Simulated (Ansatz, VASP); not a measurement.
**One calculation of NbN, two programs**

```xyz
2
Lattice="0.0000 2.1945 2.1945 2.1945 0.0000 2.1945 2.1945 2.1945 0.0000" Properties=species:S:1:pos:R:3 pbc="T T T"
Nb    2.1945    2.1945    2.1945
N     0.0000    0.0000    0.0000
```

Alike in both runs: task single point; functional PBE; k mesh 16 × 16 × 16; occupations gaussian, width 0.1 eV; no spin polarisation.

|  | VASP | Ansatz |
| --- | --- | --- |
| version | VASP 6.6.1 | Ansatz 0.2.0 |
| potentials or method | VASP PAW PBE potentials, release 64 (Nb_sv, N), cutoff 600 eV | scalar-relativistic, plane waves, PAW |
| valence electrons in the cell | 18 | 18 |

|  | VASP | Ansatz | Ansatz less VASP |
| --- | --- | --- | --- |
| gap on the k mesh at the Fermi level (eV) | none | none | - |
| pressure (GPa) | 6.4 | 7.1 | +0.72 |

A gap of «none» marks a metal or a gap that the smearing closes. The functional is the same, so the differences come from potentials, cutoffs and numerics.
